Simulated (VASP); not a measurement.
Write the native input for VASP 6.6.1 that does the following.

| Property | Result |
| --- | --- |
| Task | relaxation of cell and atoms |
| Functional | PBE |
| Potentials or basis | VASP PAW PBE potentials, release 64 (Rb_sv, Dy_3, H), 4f in core |
| Cutoff | 500 eV |
| k mesh | 8 × 8 × 10 |
| Occupations | gaussian, width 0.1 eV |
| Spin | no spin polarisation |
| Dipole correction | no |
| Further INCAR settings | ALGO = Normal; EDIFF = 1e-07; IBRION = 2; EDIFFG = -0.01; NSW = 100; ISIF = 3 |

The structure of RbDyH4 lies in POSCAR:

```
RbDyH4
1.0
    3.6690555715     -3.5670435761      0.0000000000
    3.6690555715      3.5670435761      0.0000000000
    0.0000000000      0.0000000000      4.0530978096
Rb Dy H
1 1 4
Direct
    0.5000000000      0.5000000000      0.5000000000
    0.0000000000      0.0000000000      0.0000000000
    0.2840864490      0.7159135510      0.0000000000
    0.7159135510      0.2840864490      0.0000000000
    0.5000000000      0.0000000000      0.5000000000
    0.0000000000      0.5000000000      0.5000000000
```

The cell was generated, and may not be a known phase.

These files were run (other wordings do the same):

INCAR

```
SYSTEM = RbDyH4
PREC = Accurate
ENCUT = 500
EDIFF = 1E-7
ISMEAR = 0
SIGMA = 0.1
LREAL = .FALSE.
LASPH = .TRUE.
NELM = 200
ALGO = Normal
ISIF = 3
LWAVE = .FALSE.
LCHARG = .FALSE.
GGA = PE
IBRION = 2
NSW = 100
EDIFFG = -0.01
GGA_COMPAT = .FALSE.
NELMIN = 4
LMAXMIX = 6
```

KPOINTS

```
Automatic mesh
0
G
  8 8 10
  0 0 0
```

Potentials or basis: VASP PAW PBE potentials, release 64 (Rb_sv, Dy_3, H), 4f in core.

Run with:

```bash
$ cat potpaw_PBE.64/Rb_sv/POTCAR potpaw_PBE.64/Dy_3/POTCAR potpaw_PBE.64/H/POTCAR > POTCAR
$ mpirun -np 1 vasp_std > vasp.out
```

Results of the run:

| Quantity | Value |
| --- | --- |
| Energy gained by relaxing | 0.0 meV/atom |
| Ionic steps | 2 |
| Pressure after relaxing | -0.1 GPa |
| Largest force after relaxing | 0.006 eV/Å |
| Band gap on the k mesh | zero (bands 11 and 12 overlap by 0.17 eV) |

Caveat: spin-orbit coupling is left out, which moves the levels of the heavy elements; the 4f electrons are frozen in the core, so they carry no moment and show no levels.

Wall time 2.1 min on 1 thread of Intel(R) Xeon(R) 6975P-C (Granite Rapids) (shared host), peak memory 0.38 GiB.
